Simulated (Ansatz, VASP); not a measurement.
# One calculation of WSe2, two programs

```
CELL_PARAMETERS angstrom
3.27904 0.00000 0.00000
-1.63952 2.83973 0.00000
0.00000 0.00000 12.78630
ATOMIC_POSITIONS crystal
W 0.33333 0.66667 0.25000
W 0.66667 0.33333 0.75000
Se 0.33333 0.66667 0.61828
Se 0.66667 0.33333 0.11828
Se 0.33333 0.66667 0.88172
Se 0.66667 0.33333 0.38172
```

Alike in both runs: functional PBE; dispersion D3(BJ); k mesh 12 × 12 × 3; no spin polarisation.

Ansatz relaxed the structure, and its values are those at the end. VASP's run is a single point on that final structure, the one shown.

```csv
,VASP,Ansatz
version,VASP 6.6.1,Ansatz 0.2.0
potentials or method,"VASP PAW PBE potentials, release 64 (W_sv, Se)","scalar-relativistic, plane waves, PAW"
plane-wave cutoff (eV),520,420
occupations,"gaussian, width 0.01 eV",fixed
valence electrons in the cell,52,92
```

```csv
,VASP,Ansatz,Ansatz less VASP
gap on the k mesh at the Fermi level (eV),0.89,0.89,+0.005
least direct gap on the mesh (eV),1.56,1.57,+0.003
pressure (GPa),0.3,0.0,-0.33
rms of the force components (eV/Å),0.023,0.000,-0.0228
```

VASP's potentials hold 52 valence electrons a cell and Ansatz's 92, so a difference there can come from the potentials and not from the codes.

Neither program's run includes spin-orbit coupling.
